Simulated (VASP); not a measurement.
# ReP2 (I4/mmm) in VASP: notebook, part 2 of 2

VASP 6.6.1.

### 4 Relaxation of cell and atoms, PBE

INCAR

```
SYSTEM = ReP2
  PREC = Accurate
  ENCUT = 600
  EDIFF = 1E-6
  ISMEAR = 0
  SIGMA = 0.1
  LREAL = .False.
  LASPH = .True.
  NELM = 80
  ALGO = Fast
  ISIF = 3
  LWAVE = .False.
  LCHARG = .False.
  GGA = PE
  IBRION = 2
  NSW = 100
  EDIFFG = -0.01
```

KPOINTS

```
regular mesh
0
Gamma
  8 8 8
  0 0 0
```

POSCAR

```
ReP2
1.0
   -3.4300163059      3.4300163059      2.8792556104
    3.4300163059     -3.4300163059      2.8792556104
    3.4300163059      3.4300163059     -2.8792556104
Re P
2 4
Direct
    0.7500000000      0.2500000000      0.5000000000
    0.2500000000      0.7500000000      0.5000000000
    0.0000000000      0.2426765927      0.2426765927
    0.0000000000      0.7573234073      0.7573234073
    0.2426765927      0.0000000000      0.2426765927
    0.7573234073      0.0000000000      0.7573234073
```

Potentials or basis: VASP PAW PBE potentials, release 64 (Re, P).

On the command line:

```sh
> cat potpaw_PBE.64/Re/POTCAR potpaw_PBE.64/P/POTCAR > POTCAR
> mpirun -np 1 vasp_std > vasp.out
```

OUTCAR:

```text
SYSTEM = ReP2
   PREC = Accurate
   ENCUT = 600
   EDIFF = 1E-6
   ISMEAR = 0
   LREAL = .False.
   LASPH = .True.
   NELM = 80
   ISIF = 3
   GGA = PE
   IBRION = 2
   NSW = 100
   EDIFFG = -0.01

 ion  position               nearest neighbor table
   1  0.750  0.250  0.500-   4 2.28   3 2.28   6 2.28   5 2.28   2 2.88   2 2.88
   2  0.250  0.750  0.500-   6 2.28   4 2.28   5 2.28   3 2.28   1 2.88   1 2.88
   3  0.000  0.243  0.243-   2 2.28   1 2.28   5 2.35   6 2.35
   4  0.000  0.757  0.757-   2 2.28   1 2.28   6 2.35   5 2.35
   5  0.243  0.000  0.243-   1 2.28   2 2.28   3 2.35   4 2.35
   6  0.757  0.000  0.757-   1 2.28   2 2.28   4 2.35   3 2.35

  LATTYP: Found a body centered tetragonal cell.
 ALAT       =     6.8600326118
 C/A-ratio  =     0.8394291320

  Lattice vectors:

 A1 = (  -3.4300163059,   3.4300163059,   2.8792556104)
 A2 = (   3.4300163059,  -3.4300163059,   2.8792556104)
 A3 = (   3.4300163059,   3.4300163059,  -2.8792556104)

Analysis of symmetry for initial positions (statically):
=====================================================================
 Subroutine PRICEL returns:
 Original cell was already a primitive cell.

 Routine SETGRP: Setting up the symmetry group for a
 body centered tetragonal supercell.

 Subroutine GETGRP returns: Found 16 space group operations
 (whereof 16 operations were pure point group operations)
 out of a pool of 16 trial point group operations.

The static configuration has the point symmetry D_4h.

Analysis of symmetry for dynamics (positions and initial velocities):
=====================================================================
 Subroutine PRICEL returns:
 Original cell was already a primitive cell.

 Routine SETGRP: Setting up the symmetry group for a
 body centered tetragonal supercell.

 Subroutine GETGRP returns: Found 16 space group operations
 (whereof 16 operations were pure point group operations)
 out of a pool of 16 trial point group operations.

The dynamic configuration has the point symmetry D_4h.

 Subroutine INISYM returns: Found 16 space group operations
 (whereof 16 operations are pure point group operations),
 and found     1 'primitive' translations

----------------------------------------------------------------------------------------

                                     Primitive cell

  volume of cell :     135.4979

  direct lattice vectors                    reciprocal lattice vectors
    -3.430016306  3.430016306  2.879255610     0.000000000  0.145771902  0.173655996
     3.430016306 -3.430016306  2.879255610     0.145771902  0.000000000  0.173655996
     3.430016306  3.430016306 -2.879255610     0.145771902  0.145771902  0.000000000

  length of vectors
     5.640934017  5.640934017  5.640934017     0.226728587  0.226728587  0.206152600

  position of ions in fractional coordinates (direct lattice)
     0.750000000  0.250000000  0.500000000
     0.250000000  0.750000000  0.500000000
     0.000000000  0.242676593  0.242676593
     0.000000000  0.757323407  0.757323407
[... 35 lines left out ...]

 Found     59 irreducible k-points:

 Following reciprocal coordinates:
            Coordinates               Weight
  0.000000  0.000000  0.000000      1.000000
  0.125000  0.000000  0.000000      8.000000
  0.250000  0.000000  0.000000      8.000000
  0.375000  0.000000 -0.000000      8.000000
  0.500000  0.000000  0.000000      4.000000
  0.125000  0.125000  0.000000      8.000000
[... 16 lines left out ...]
  0.250000  0.125000  0.125000     16.000000
  0.375000  0.125000  0.125000      8.000000
 [... further k-points ...]
   k-points           NKPTS =     59   k-points in BZ     NKDIM =     59   number of bands    NBANDS=     21
   number of dos      NEDOS =    301   number of ions     NIONS =      6
   total plane-waves  NPLWV = 110592
   dimension x,y,z NGX =    48 NGY =   48 NGZ =   48
   dimension x,y,z NGXF=    96 NGYF=   96 NGZF=   96
   ions per type =               2   4
   NGX,Y,Z   is equivalent  to a cutoff of  14.15, 14.15, 14.15 a.u.
   NGXF,Y,Z  is equivalent  to a cutoff of  28.29, 28.29, 28.29 a.u.
 SYSTEM =  ReP2
   PREC   = accura    normal or accurate (medium, high low for compatibility)
   ISTART =      0    job   : 0-new  1-cont  2-samecut
   ICHARG =      2    charge: 1-file 2-atom 10-const
   ISPIN  =      1    spin polarized calculation?
   LNONCOLLINEAR =      F non collinear calculations
   LSORBIT =      F    spin-orbit coupling
   LASPH  =      T    aspherical Exc in radial PAW
   ENCUT  =  600.0 eV  44.10 Ry    6.64 a.u.  11.27 11.27 11.27*2*pi/ulx,y,z
   NELM   =     80;   NELMIN=  2; NELMDL= -5     # of ELM steps
   EDIFF  = 0.1E-05   stopping-criterion for ELM
   LREAL  =      F    real-space projection
   EDIFFG = -.1E-01   stopping-criterion for IOM
   NSW    =    100    number of steps for IOM
   IBRION =      2    ionic relax: 0-MD 1-quasi-New 2-CG
   NFREE  =      1    steps in history (QN), initial steepest desc. (CG)
   ISIF   =      3    stress and relaxation
   ISYM   =      2    0-nonsym 1-usesym 2-fastsym
   POTIM  = 0.5000    time-step for ionic-motion
   TEBEG  =    0.0;   TEEND  =   0.0 temperature during run
   PSTRESS=    0.0 pullay stress
   NELECT =      34.0000    total number of electrons
   NUPDOWN=      -1.0000    fix difference up-down
   EMIN   =  10.00;   EMAX   =-10.00  energy-range for DOS
   EFERMI =   0.00;   METHOD = LEGACY
   ISMEAR =     0;   SIGMA  =   0.10  broadening in eV -4-tet -1-fermi 0-gaus
   EFERMI_NEDOS =   21; number of points for ismear=-14 and -15
   IALGO  =     68    algorithm
   IMIX   =      4    mixing-type and parameters
     AMIX     =   0.40;   BMIX     =  1.00
     AMIX_MAG =   1.60;   BMIX_MAG =  1.00
  volume/ion in A,a.u.               =      22.58       152.40
  Fermi-wavevector in a.u.,A,eV,Ry     =   1.032580  1.951293 14.506817  1.066221
  Thomas-Fermi vector in A             =   2.166784
   LORBIT       =      0    0 simple, 1 ext, 2 COOP (PROOUT), +10 PAW based schemes
   GGA     = PE    functional components
   LHFCALC =     F    Hartree Fock is set to
   AEXX    =    0.0000 exact exchange contribution
   IVDW    =     0    specifies the selected vdW correction
   LEPSILON=     F    determine dielectric tensor
   LRPA    =     F    only Hartree local field effects (RPA)
 conjugate gradient relaxation of ions
 non-spin polarized calculation
 RMM-DIIS sequential band-by-band and
 Gauss-broadening in eV      SIGMA  =   0.10
  energy-cutoff  :      600.00
  volume of cell :      135.50
 maximum number of plane-waves:      4555
 NGX is ok and might be reduce to    48
   NGX = 23   NGY = 23   NGZ = 23

--------------------------------------- Ionic step        1  -------------------------------------------

 number of electron      34.0000000 magnetization

 Free energy of the ion-electron system (eV)
  ---------------------------------------------------
  ext. energy  EPLUGINS =         0.00000000
  ---------------------------------------------------
  free energy    TOTEN  =       -46.07436611 eV

  energy without entropy =      -46.06146869  energy(sigma->0) =      -46.06791740

------------------------ aborting loop because EDIFF is reached ----------------------------------------

  FORCE on cell =-STRESS in cart. coord.  units (eV):
  Direction    XX          YY          ZZ          XY          YZ          ZX
  --------------------------------------------------------------------------------------
  -------------------------------------------------------------------------------------
  Total        0.3315068      0.3315068      0.5413187      0.0000000      0.0000000      0.0000000
  in kB        3.9198586      3.9198586      6.4007527      0.0000000      0.0000000      0.0000000
  external PRESSURE =       4.7468233 kB  Pullay stress =       0.0000000 kB
[... 147 lines left out ...]
--------------------------------------- Ionic step        5  -------------------------------------------

 number of electron      34.0000001 magnetization

 Free energy of the ion-electron system (eV)
  ---------------------------------------------------
  ext. energy  EPLUGINS =         0.00000000
  ---------------------------------------------------
  free energy    TOTEN  =       -46.07647180 eV

  energy without entropy =      -46.06244596  energy(sigma->0) =      -46.06945888

 E-fermi :   3.6166     XC(G=0):  -9.3023

 val. band max:        3.6144233336   @ k =   0.3750   0.2500   0.1250
 cond. band min:       3.6238545117   @ k =   0.0000   0.0000   0.0000
 fundamental gap:      0.0094311781
 Fermi energy:         3.6165621818

 k-point     1 :       0.0000    0.0000    0.0000
  band No.  band energies     occupation
      1      -9.7082      2.00000
      2      -6.7288      2.00000
      3      -6.7288      2.00000
      4      -4.3349      2.00000
      5      -3.6875      2.00000
      6      -1.6729      2.00000
[... 565 lines left out ...]
     20       5.7840      0.00000
     21       6.9398      0.00000

 [... further k-points ...]
[... 5 lines left out ...]
  --------------------------------------------------------------------------------------
  -------------------------------------------------------------------------------------
  Total        0.0124147      0.0124147     -0.0079610      0.0000000     -0.0000000      0.0000000
  in kB        0.1467569      0.1467569     -0.0941087      0.0000000     -0.0000000      0.0000000
  external PRESSURE =       0.0664684 kB  Pullay stress =       0.0000000 kB
[... 21 lines left out ...]
  FREE ENERGIE OF THE ION-ELECTRON SYSTEM (eV)
  ---------------------------------------------------
  free  energy   TOTEN  =       -46.0764717954 eV

  energy  without entropy=      -46.0624459580  energy(sigma->0) =      -46.06945888

 reached required accuracy - stopping structural energy minimisation
```

Wall time 25 min (1 thread of Oxide Virtual Turin-like, shared host); peak memory 0.43 GiB.

Results:

```
Free energy                           : -46.0765 eV
Relaxed volume                        : 22.59 Å³/atom
Relaxed cell                          : a = 5.641 Å, b = 5.641 Å, c = 5.641 Å, α = 105.10°, β = 105.10°, γ = 118.62°
Space group after relaxing (to 0.1 Å) : I4/mmm (No. 139)
Energy gained by relaxing             : 0.4 meV/atom
Ionic steps                           : 5
Pressure after relaxing               : 0.0 GPa
Band gap on the k mesh                : zero (bands 17 and 18 overlap by 0.98 eV)
```

The path:
| step | energy change (eV) | largest force (eV/Å) | pressure (GPa) | volume (Å³) |
| --- | --- | --- | --- | --- |
| 1 | 0.0000 | 0.1623 | 0.47 | 135.50 |
| 2 | 0.0038 | 0.1736 | -1.28 | 136.81 |
| 3 | -0.0016 | 0.0424 | -0.14 | 135.96 |
| 4 | -0.0020 | 0.0175 | -0.06 | 135.70 |
| 5 | -0.0021 | 0.0012 | 0.01 | 135.53 |

Final structure:
```
Re P
1.0
    -3.43036    3.43036    2.87946
     3.43036   -3.43036    2.87946
     3.43036    3.43036   -2.87946
Re P
2 4
Direct
  0.75000 0.25000 0.50000
  0.25000 0.75000 0.50000
  0.00000 0.24175 0.24175
  0.00000 0.75825 0.75825
  0.24175 0.00000 0.24175
  0.75825 0.00000 0.75825
```

Caveat: spin-orbit coupling is left out, which moves the levels of the heavy elements.

### 5 Summary

```tsv
task	cell	k mesh	cutoff (eV)	gap on the mesh (eV)	pressure (GPa)	largest force (eV/Å)
single point	a = 5.641 Å, angles 105.1, 105.1, 118.6°, 6 atoms, atomic positions A	4 × 4 × 4	520	none	0.4	0.14
single point	a = 5.642 Å, angles 105.1, 105.1, 118.7°, 6 atoms, atomic positions B	8 × 8 × 8	520	none	0.3	0.13
relaxation of cell and atoms	relaxed from a = 5.641 Å, angles 105.1, 105.1, 118.6°, 6 atoms, atomic positions A	8 × 8 × 8	600	none	0.0	-
```

Alike in all rows: level PBE; potentials or basis VASP PAW PBE potentials, release 64 (Re, P); no spin polarisation; smearing gaussian 0.1 eV.

Caveats: spin-orbit coupling is left out, which moves the levels of the heavy elements.

Total energies depend on the potentials used, so only differences within one code and one set of settings carry meaning.

The gap in the log of VASP goes by the Fermi energy; the results here count the filled bands.